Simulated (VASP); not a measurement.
# Si3Te (Pm-3m) in VASP: a series of runs, part 2 of 2

VASP 6.6.1. Earlier steps stand in the parts before.

## (5) Single point, PBE

INCAR

```
SYSTEM = Si3Te
PREC     = Accurate       ! precision mode
ENCUT    = 520            ! plane-wave cutoff, eV
EDIFF    = 1E-6           ! SCF threshold, eV
ISMEAR   = 0              ! smearing method
SIGMA    = 0.1            ! smearing width, eV
LREAL    = .False.        ! projectors in reciprocal space
LASPH    = .True.         ! aspherical terms in the spheres
NELM     = 80             ! most SCF steps
ALGO     = Normal         ! electronic algorithm
ISIF     = 2              ! what is computed and relaxed
LWAVE    = .False.        ! write WAVECAR
LCHARG   = .False.        ! write CHGCAR
GGA      = PE             ! functional
NBANDS   = 17             ! bands
```

KPOINTS

```
Automatic mesh
0
Gamma
  12 12 12
  0 0 0
```

POSCAR

```
Si3Te
1.0
    4.2438362543      0.0000000000      0.0000000000
    0.0000000000      4.2438362543      0.0000000000
    0.0000000000      0.0000000000      4.2438362543
Si Te
3 1
Direct
    0.0000000000      0.5000000000      0.5000000000
    0.5000000000      0.0000000000      0.5000000000
    0.5000000000      0.5000000000      0.0000000000
    0.0000000000      0.0000000000      0.0000000000
```

Potentials or basis: VASP PAW PBE potentials, release 64 (Si, Te).

Started as:

```console
$ cat potpaw_PBE.64/Si/POTCAR potpaw_PBE.64/Te/POTCAR > POTCAR
$ mpirun -np 1 vasp_std > vasp.out
```

OUTCAR:

```text
SYSTEM = Si3Te
   PREC = Accurate
   ENCUT = 520
   EDIFF = 1E-6
   ISMEAR = 0
   LREAL = .False.
   LASPH = .True.
   NELM = 80
   ISIF = 2
   GGA = PE

 ion  position               nearest neighbor table
   1  0.000  0.500  0.500-   2 3.00   3 3.00   4 3.00   3 3.00   4 3.00   2 3.00   4 3.00   4 3.00
                             2 3.00   3 3.00   3 3.00   2 3.00
   2  0.500  0.000  0.500-   1 3.00   3 3.00   4 3.00   3 3.00   4 3.00   1 3.00   3 3.00   3 3.00
                             1 3.00   4 3.00   4 3.00   1 3.00
   3  0.500  0.500  0.000-   1 3.00   2 3.00   4 3.00   1 3.00   2 3.00   2 3.00   4 3.00   2 3.00
                             1 3.00   4 3.00   1 3.00   4 3.00
   4  0.000  0.000  0.000-   1 3.00   2 3.00   3 3.00   1 3.00   2 3.00   1 3.00   3 3.00   1 3.00
                             2 3.00   3 3.00   2 3.00   3 3.00

  LATTYP: Found a simple cubic cell.
 ALAT       =     4.2438362543

  Lattice vectors:

 A1 = (   4.2438362543,   0.0000000000,   0.0000000000)
 A2 = (   0.0000000000,   4.2438362543,   0.0000000000)
 A3 = (   0.0000000000,   0.0000000000,   4.2438362543)

Analysis of symmetry for initial positions (statically):
=====================================================================
 Subroutine PRICEL returns:
 Original cell was already a primitive cell.

 Routine SETGRP: Setting up the symmetry group for a
 simple cubic supercell.

 Subroutine GETGRP returns: Found 48 space group operations
 (whereof 48 operations were pure point group operations)
 out of a pool of 48 trial point group operations.

The static configuration has the point symmetry O_h .

Analysis of symmetry for dynamics (positions and initial velocities):
=====================================================================
 Subroutine PRICEL returns:
 Original cell was already a primitive cell.

 Routine SETGRP: Setting up the symmetry group for a
 simple cubic supercell.

 Subroutine GETGRP returns: Found 48 space group operations
 (whereof 48 operations were pure point group operations)
 out of a pool of 48 trial point group operations.

The dynamic configuration has the point symmetry O_h .
[... 127 lines left out ...]
   LORBIT       =      0    0 simple, 1 ext, 2 COOP (PROOUT), +10 PAW based schemes
   GGA     = PE    functional components
   LHFCALC =     F    Hartree Fock is set to
   AEXX    =    0.0000 exact exchange contribution
   IVDW    =     0    specifies the selected vdW correction
   LEPSILON=     F    determine dielectric tensor
   LRPA    =     F    only Hartree local field effects (RPA)
 non-spin polarized calculation
 Gauss-broadening in eV      SIGMA  =   0.10
  energy-cutoff  :      520.00
  volume of cell :       76.43
 maximum number of plane-waves:      2103
 NGX is ok and might be reduce to    32
   NGX = 15   NGY = 15   NGZ = 15

 number of electron      18.0000001 magnetization

 Free energy of the ion-electron system (eV)
  ---------------------------------------------------
  ext. energy  EPLUGINS =         0.00000000
  ---------------------------------------------------
  free energy    TOTEN  =       -16.33191712 eV

  energy without entropy =      -16.31704780  energy(sigma->0) =      -16.32448246

 E-fermi :   8.8633     XC(G=0): -10.5794

 val. band max:        8.8623684969   @ k =   0.5000   0.1667   0.0000
 cond. band min:       8.8662108941   @ k =   0.2500   0.2500   0.0000
 fundamental gap:      0.0038423972
 Fermi energy:         8.8632764273

 k-point     1 :       0.0000    0.0000    0.0000
  band No.  band energies     occupation
      1      -5.5231      2.00000
      2       1.2543      2.00000
      3       3.3871      2.00000
      4       3.3871      2.00000
      5       3.3871      2.00000
      6       3.7924      2.00000
[... 457 lines left out ...]
      4       1.8328      2.00000
      5       5.3267      2.00000
      6       5.7114      2.00000
[... 9 lines left out ...]
     16      14.9857      0.00000
     17      16.0197      0.00000

 [... further k-points ...]

------------------------ aborting loop because EDIFF is reached ----------------------------------------

  FORCE on cell =-STRESS in cart. coord.  units (eV):
  Direction    XX          YY          ZZ          XY          YZ          ZX
  --------------------------------------------------------------------------------------
  -------------------------------------------------------------------------------------
  Total        0.0095003      0.0095003      0.0095003     -0.0000000     -0.0000000      0.0000000
  in kB        0.1991452      0.1991452      0.1991452     -0.0000000     -0.0000000      0.0000000
  external PRESSURE =       0.1991452 kB  Pullay stress =       0.0000000 kB

 VOLUME and BASIS-vectors are now :
 -----------------------------------------------------------------------------
  energy-cutoff  :      520.00
  volume of cell :       76.43
      direct lattice vectors                 reciprocal lattice vectors
     4.243836254  0.000000000  0.000000000     0.235635859  0.000000000  0.000000000
     0.000000000  4.243836254  0.000000000     0.000000000  0.235635859  0.000000000
     0.000000000  0.000000000  4.243836254     0.000000000  0.000000000  0.235635859

 POSITION                                       TOTAL-FORCE (eV/Angst)
 -----------------------------------------------------------------------------------
      0.00000      2.12192      2.12192         0.000000      0.000000      0.000000
      2.12192      0.00000      2.12192         0.000000      0.000000      0.000000
      2.12192      2.12192      0.00000         0.000000      0.000000      0.000000
      0.00000      0.00000      0.00000         0.000000      0.000000      0.000000
 -----------------------------------------------------------------------------------
    total drift:                               -0.000000     -0.000000     -0.000000

  FREE ENERGIE OF THE ION-ELECTRON SYSTEM (eV)
  ---------------------------------------------------
  free  energy   TOTEN  =       -16.3319171246 eV

  energy  without entropy=      -16.3170478016  energy(sigma->0) =      -16.32448246
```

OSZICAR:

```text
N       E                     dE             d eps       ncg     rms          rms(c)
DAV:   1     0.337634874439E+02    0.33763E+02   -0.67890E+03  2856   0.868E+02
DAV:   2    -0.145703986762E+02   -0.48334E+02   -0.45742E+02  3856   0.127E+02
DAV:   3    -0.164653518939E+02   -0.18950E+01   -0.18705E+01  3574   0.220E+01
DAV:   4    -0.164792917342E+02   -0.13940E-01   -0.13929E-01  3532   0.249E+00
DAV:   5    -0.164794157703E+02   -0.12404E-03   -0.12403E-03  3621   0.230E-01    0.112E+01
DAV:   6    -0.163471390833E+02    0.13228E+00   -0.18571E-01  3428   0.216E+00    0.711E+00
DAV:   7    -0.163354300432E+02    0.11709E-01   -0.11845E-01  3501   0.152E+00    0.215E+00
DAV:   8    -0.163320270920E+02    0.34030E-02   -0.20311E-02  3119   0.780E-01    0.591E-01
DAV:   9    -0.163319785010E+02    0.48591E-04   -0.18856E-03  3106   0.259E-01    0.172E-01
DAV:  10    -0.163319222200E+02    0.56281E-04   -0.16244E-04  3423   0.746E-02    0.911E-02
DAV:  11    -0.163319174755E+02    0.47445E-05   -0.67235E-05  3353   0.369E-02    0.823E-02
DAV:  12    -0.163319171246E+02    0.35097E-06   -0.73606E-06  3138   0.146E-02
   1 F= -.16331917E+02 E0= -.16324482E+02  d E =-.148693E-01
```

stdout:

```text
POSCAR found type information on POSCAR SiTe
 POSCAR found :  2 types and       4 ions
 scaLAPACK will be used
 LDA part: xc-table for (Slater+PW92), standard interpolation
 POSCAR, INCAR and KPOINTS ok, starting setup
 FFT: planning ... GRIDC
 FFT: planning ... GRID_SOFT
 FFT: planning ... GRID
 WAVECAR not read
 entering main loop
```

Wall time 49 s (1 thread of Intel Xeon Platinum 8488C (Sapphire Rapids), shared host); peak memory 0.24 GiB.

Results:

| Item | Value |
| --- | --- |
| Free energy | -16.3319 eV |
| Pressure | 0.0 GPa |
| Band gap on the k mesh | zero (bands 9 and 10 overlap by 6.24 eV) |

Caveat: spin-orbit coupling is left out, which moves the levels of the heavy elements.

## (6) Relaxation of cell and atoms, PBE

INCAR

```
PREC = Accurate ; ENCUT = 600
EDIFF = 1E-6 ; ISMEAR = 0
SIGMA = 0.1 ; LREAL = F
LASPH = T ; NELM = 60
ALGO = Normal ; ISIF = 3
LWAVE = F ; LCHARG = F
GGA = PE ; IBRION = 2
NSW = 100 ; EDIFFG = -0.01
```

KPOINTS

```
regular mesh
0
Gamma
  12 12 12
```

POSCAR is that of step 5.

Potentials or basis: VASP PAW PBE potentials, release 64 (Si, Te).

Started as:

```console
$ cat potpaw_PBE.64/Si/POTCAR potpaw_PBE.64/Te/POTCAR > POTCAR
$ mpirun -np 1 vasp_std > vasp.out
```

OUTCAR:

```text
PREC = Accurate
   ENCUT = 600
   EDIFF = 1E-6
   ISMEAR = 0
   LREAL = F
   LASPH = T
   NELM = 60
   ISIF = 3
   GGA = PE
   IBRION = 2
   NSW = 100
   EDIFFG = -0.01

 ion  position               nearest neighbor table
   1  0.000  0.500  0.500-   2 3.00   3 3.00   4 3.00   3 3.00   4 3.00   2 3.00   4 3.00   4 3.00
                             2 3.00   3 3.00   3 3.00   2 3.00
   2  0.500  0.000  0.500-   1 3.00   3 3.00   4 3.00   3 3.00   4 3.00   1 3.00   3 3.00   3 3.00
                             1 3.00   4 3.00   4 3.00   1 3.00
   3  0.500  0.500  0.000-   1 3.00   2 3.00   4 3.00   1 3.00   2 3.00   2 3.00   4 3.00   2 3.00
                             1 3.00   4 3.00   1 3.00   4 3.00
   4  0.000  0.000  0.000-   1 3.00   2 3.00   3 3.00   1 3.00   2 3.00   1 3.00   3 3.00   1 3.00
                             2 3.00   3 3.00   2 3.00   3 3.00

  LATTYP: Found a simple cubic cell.
 ALAT       =     4.2438362543

  Lattice vectors:

 A1 = (   4.2438362543,   0.0000000000,   0.0000000000)
 A2 = (   0.0000000000,   4.2438362543,   0.0000000000)
 A3 = (   0.0000000000,   0.0000000000,   4.2438362543)

Analysis of symmetry for initial positions (statically):
[... 556 lines left out ...]
      1      -3.9965      2.00000
      2      -0.9873      2.00000
      3       0.1895      2.00000
      4       1.8328      2.00000
      5       5.3266      2.00000
      6       5.7114      2.00000
      7       6.9028      2.00000
      8       7.3337      2.00000
      9       8.1161      2.00000
     10       8.5823      1.99993
     11       9.5352      0.00000
     12       9.9598      0.00000
     13      11.1042      0.00000

 [... further k-points ...]

------------------------ aborting loop because EDIFF is reached ----------------------------------------

  FORCE on cell =-STRESS in cart. coord.  units (eV):
  Direction    XX          YY          ZZ          XY          YZ          ZX
  --------------------------------------------------------------------------------------
  -------------------------------------------------------------------------------------
  Total        0.0131223      0.0131223      0.0131223      0.0000000      0.0000000     -0.0000000
  in kB        0.2750717      0.2750717      0.2750717      0.0000000      0.0000000     -0.0000000
  external PRESSURE =       0.2750717 kB  Pullay stress =       0.0000000 kB

 VOLUME and BASIS-vectors are now :
 -----------------------------------------------------------------------------
  energy-cutoff  :      600.00
  volume of cell :       76.43
      direct lattice vectors                 reciprocal lattice vectors
     4.243836254  0.000000000  0.000000000     0.235635859  0.000000000  0.000000000
     0.000000000  4.243836254  0.000000000     0.000000000  0.235635859  0.000000000
     0.000000000  0.000000000  4.243836254     0.000000000  0.000000000  0.235635859

 POSITION                                       TOTAL-FORCE (eV/Angst)
 -----------------------------------------------------------------------------------
      0.00000      2.12192      2.12192         0.000000      0.000000      0.000000
      2.12192      0.00000      2.12192         0.000000      0.000000      0.000000
      2.12192      2.12192      0.00000         0.000000      0.000000      0.000000
      0.00000      0.00000      0.00000         0.000000      0.000000      0.000000
 -----------------------------------------------------------------------------------
    total drift:                               -0.000000      0.000000      0.000000

  FREE ENERGIE OF THE ION-ELECTRON SYSTEM (eV)
  ---------------------------------------------------
  free  energy   TOTEN  =       -16.3320913785 eV

  energy  without entropy=      -16.3172212714  energy(sigma->0) =      -16.32465632

 reached required accuracy - stopping structural energy minimisation
```

CONTCAR:

```text
Si3Te
   1.00000000000000
     4.2438362542999997    0.0000000000000000    0.0000000000000000
     0.0000000000000000    4.2438362542999997    0.0000000000000000
     0.0000000000000000    0.0000000000000000    4.2438362542999997
  Si              Te
     3     1
Direct
     0.0000000000000000    0.5000000000000000    0.5000000000000000
     0.5000000000000000    0.0000000000000000    0.5000000000000000
     0.5000000000000000    0.5000000000000000    0.0000000000000000
     0.0000000000000000    0.0000000000000000    0.0000000000000000

  0.00000000E+00  0.00000000E+00  0.00000000E+00
  0.00000000E+00  0.00000000E+00  0.00000000E+00
  0.00000000E+00  0.00000000E+00  0.00000000E+00
  0.00000000E+00  0.00000000E+00  0.00000000E+00
```

Wall time 50 s (1 thread of Intel Xeon Platinum 8488C (Sapphire Rapids), shared host); peak memory 0.27 GiB.

What came out:

```yaml
Free_energy: -16.3321 eV
Pressure_after_relaxing: 0.0 GPa
Band_gap_on_the_k_mesh: zero (bands 9 and 10 overlap by 6.24 eV)
```

Final structure:
```
Si Te
1.0
     4.24384    0.00000    0.00000
     0.00000    4.24384    0.00000
     0.00000    0.00000    4.24384
Si Te
3 1
Direct
  0.00000 0.50000 0.50000
  0.50000 0.00000 0.50000
  0.50000 0.50000 0.00000
  0.00000 0.00000 0.00000
```

Caveat: the relaxation stopped at its first step, so nothing moved; spin-orbit coupling is left out, which moves the levels of the heavy elements.

## (7) Summary

| task | cell | k mesh | cutoff (eV) | gap on the mesh (eV) | pressure (GPa) |
| --- | --- | --- | --- | --- | --- |
| single point | a = 4.244 Å, 4 atoms | 4 × 4 × 4 | 520 | none | -0.4 |
| single point | a = 4.394 Å, 4 atoms | 4 × 4 × 4 | 520 | none | -5.2 |
| relaxation of cell and atoms | relaxed from a = 4.394 Å, 4 atoms | 4 × 4 × 4 | 600 | none | 0.0 |
| single point | a = 4.244 Å, 4 atoms | 12 × 12 × 12 | 520 | none | 0.0 |
| relaxation of cell and atoms | relaxed from a = 4.244 Å, 4 atoms | 12 × 12 × 12 | 600 | none | 0.0 |

Alike in all rows: level PBE; potentials or basis VASP PAW PBE potentials, release 64 (Si, Te); no spin polarisation; smearing gaussian 0.1 eV.

Caveats: some runs use coarse meshes; spin-orbit coupling is left out, which moves the levels of the heavy elements; the cell stands under tension (at least some runs); the relaxation stopped at its first step, so nothing moved (at least some runs).

Total energies depend on the potentials used, so only differences within one code and one set of settings carry meaning.
